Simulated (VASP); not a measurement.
## Li3Au: single point with LDA

Crystal: Li3Au.

```xyz
4
Lattice="-2.0079 2.0079 3.7670 2.0079 -2.0079 3.7670 2.0079 2.0079 -3.7670" Properties=species:S:1:pos:R:3 pbc="T T T"
Li    0.0000    2.0079    1.8835
Li    2.0079    0.0000    1.8835
Li    0.0000    0.0000    3.7670
Au    0.0000    0.0000    0.0000
```

| Quantity | Value |
| --- | --- |
| Program | VASP 6.6.1 |
| Task | single point |
| Functional | LDA |
| Potentials or basis | VASP PAW LDA potentials, release 64 (Li_sv, Au) |
| Cutoff | 520 eV |
| k mesh | 8 × 8 × 8 |
| Occupations | fermi-dirac, width 0.1 eV |
| Spin | no spin polarisation |

The band gap on the k mesh is zero (bands 10 and 11 overlap by 3.48 eV).

Levels at points of the mesh, in eV from the Fermi level:
```csv
k point,band 8,band 9,band 10,band 11,band 12,band 13
"(0.00, 0.00, 0.00)",-4.33,-4.04,2.38,4.08,4.08,5.05
"(0.50, 0.00, 0.00)",-4.08,-3.42,-1.98,1.73,3.01,4.47
"(0.50, 0.50, 0.00)",-3.77,-2.56,-0.85,-0.34,-0.25,3.47
"(0.50, 0.50, 0.50)",-4.00,-3.78,-2.15,1.30,1.30,5.44
```

Run time: 100 s on 1 thread of AMD EPYC 7R43 64-Core Processor (Zen 3), with other jobs on the host, peak memory 0.17 GiB.

Caveat: spin-orbit coupling is left out, which moves the levels of the heavy elements.
